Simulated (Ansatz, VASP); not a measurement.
**C: VASP beside Ansatz**

The input INCAR:

```
ALGO = Normal
EDIFF = 1E-6
EDIFFG = -0.01
ENCUT = 600
GGA = PE
IBRION = 2
ISIF = 3
ISMEAR = 0
LASPH = True
LCHARG = False
LREAL = False
LWAVE = False
NELM = 80
NSW = 100
PREC = Accurate
SIGMA = 0.1
```

Contents of KPOINTS:

```
k-points
0
Gamma
  26 26 26
```

The input POSCAR:

```
C
1.0
   -1.2305698942      1.2305698942      3.2176560328
    1.2305698942     -1.2305698942      3.2176560328
    1.2305698942      1.2305698942     -3.2176560328
C
3
Direct
    0.3876994353      0.3876994353      0.0000000000
    0.7500000000      0.2500000000      0.5000000000
    0.6123005647      0.6123005647      0.0000000000
```

Input for Ansatz:

```yaml
crystal:
  lattice:
    - [-1.2305698942, 1.2305698942, 3.2176560328]
    - [1.2305698942, -1.2305698942, 3.2176560328]
    - [1.2305698942, 1.2305698942, -3.2176560328]
  atoms:
    - { symbol: C, position: [0.3876994353, 0.3876994353, 0.0] }
    - { symbol: C, position: [0.75, 0.25, 0.5] }
    - { symbol: C, position: [0.6123005647, 0.6123005647, 0.0] }
basis:
  ecutwfc: 420
kpoints:
  mp_grid: { grid: [26, 26, 26] }
hamiltonian:
  xc: pbe
scf:
  occupations: { method: gaussian, width: 0.1 }
output:
  forces: true
  stress: true
  eigenvalues: true
relax:
  adjacent_minimum: "off"
  f_tol: 0.01
  max_steps: 80
  cell: { stress_tol: 0.05 }
```

Alike in both runs: task relaxation of cell and atoms; functional PBE; k mesh 26 × 26 × 26; occupations gaussian, width 0.1 eV; no spin polarisation.

|  | VASP | Ansatz |
| --- | --- | --- |
| version | VASP 6.6.1 | Ansatz 0.2.0 |
| potentials or method | VASP PAW PBE potentials, release 64 (C), cutoff 600 eV | scalar-relativistic, plane waves, PAW |
| valence electrons in the cell | 12 | 12 |

|  | VASP | Ansatz | Ansatz less VASP |
| --- | --- | --- | --- |
| gap on the k mesh at the Fermi level, each at its own relaxed structure (eV) | none | none | - |
| relaxed volume (Å³/atom) | 6.50 | 6.50 | +0.001 |
| relaxed cell length with the largest relative difference (Å) | 3.659 | 3.659 | -0.0002 |

A gap of «none» marks a metal or a gap that the smearing closes.
